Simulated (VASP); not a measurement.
Pd, 4 atoms in the cell. It takes space group P6_3/mmc (No. 194, hexagonal). Conventional cell: a = 2.703 Å, b = 2.703 Å, c = 8.938 Å, α = 90.00°, β = 90.00°, γ = 120.00°. Within 3.6 Å of Pd (site symmetry -3m) lie 12 Pd at 2.70 to 2.73 Å. Within 3.6 Å of Pd (site symmetry -6m2) lie 12 Pd at 2.70 to 2.73 Å. This isn't the form of Pd at room conditions, which is fcc.

| Item | Value |
| --- | --- |
| Program | VASP 6.6.1 |
| Task | single point |
| Functional | PBE |
| Potentials or basis | VASP PAW PBE potentials, release 64 (Pd) |
| Cutoff | 520 eV |
| k mesh | 15 × 15 × 4 |
| Occupations | fermi-dirac, width 0.05 eV |
| Spin | collinear spin |
| Starting moments | [0.35, 0.35, 0.354, 0.354] μB |
| Dipole correction | no |
| Further INCAR settings | ALGO = Normal; EDIFF = 1e-06; NBANDS = 32 |

Potentials or basis: VASP PAW PBE potentials, release 64 (Pd).

Run with:

```console
$ cat potpaw_PBE.64/Pd/POTCAR > POTCAR
$ mpirun -np 1 vasp_std > vasp.out
```

Hardware: 1 thread of AMD EPYC 9R45 96-Core Processor (Zen 5), on a shared host.

Q: Estimate the wall time of this run.

A: Run time: 3.6 min on 1 thread of AMD EPYC 9R45 96-Core Processor (Zen 5) (shared host), peak memory 0.29 GiB. Counts: scf iterations 19, k points 81.
